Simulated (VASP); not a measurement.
Runs of VASP 6.6.1 on KCl. The structure is that of space group Fm-3m (No. 225), or close to it. The cells are those of the table. 

| task | cell | gap on the mesh (eV) | pressure (GPa) |
| --- | --- | --- | --- |
| electric field gradients | a = 4.441, b = 4.441, c = 4.419 Å, angles 60.2, 60.2, 59.7°, 2 atoms | 4.78 | (b) |
| electric field gradients | a = 4.531 Å, angles 58.0°, 2 atoms | 4.68 | -2.1 |
| electric field gradients | a = 4.419 Å, angles 61.3°, 2 atoms | 4.68 | -2.0 |
| electric field gradients | a = 4.508, b = 4.508, c = 4.553 Å, angles 59.7, 59.7, 60.7°, 2 atoms | 4.59 | -2.5 |
| single point | a = 4.419 Å, angles 61.3°, 2 atoms | 4.68 | -2.0 |
| electric field gradients | a = 4.397, b = 4.397, c = 4.329 Å, angles 60.5, 60.5, 59.0°, 2 atoms | 4.91 | -1.0 |
| electric field gradients | a = 4.486 Å, angles 59.3°, 2 atoms | (a) | -2.0 |
| electric field gradients | a = 4.419, b = 4.419, c = 4.374 Å, angles 60.3, 60.3, 59.3°, 2 atoms | 4.84 | -1.4 |
| single point | a = 4.508, b = 4.508, c = 4.553 Å, angles 59.7, 59.7, 60.7°, 2 atoms | 4.59 | -2.5 |
| single point | a = 4.397, b = 4.397, c = 4.329 Å, angles 60.5, 60.5, 59.0°, 2 atoms | 4.91 | -1.0 |

Alike in all rows: level LDA; potentials or basis VASP PAW LDA potentials, release 64 (K_sv, Cl); no spin polarisation; k mesh 7 × 7 × 7; cutoff (eV) 520; smearing fermi-dirac 0.03 eV.

Question: Estimate the missing entries.

Answer: (a) 4.71; (b) -1.8.

A k mesh can miss the band edges.
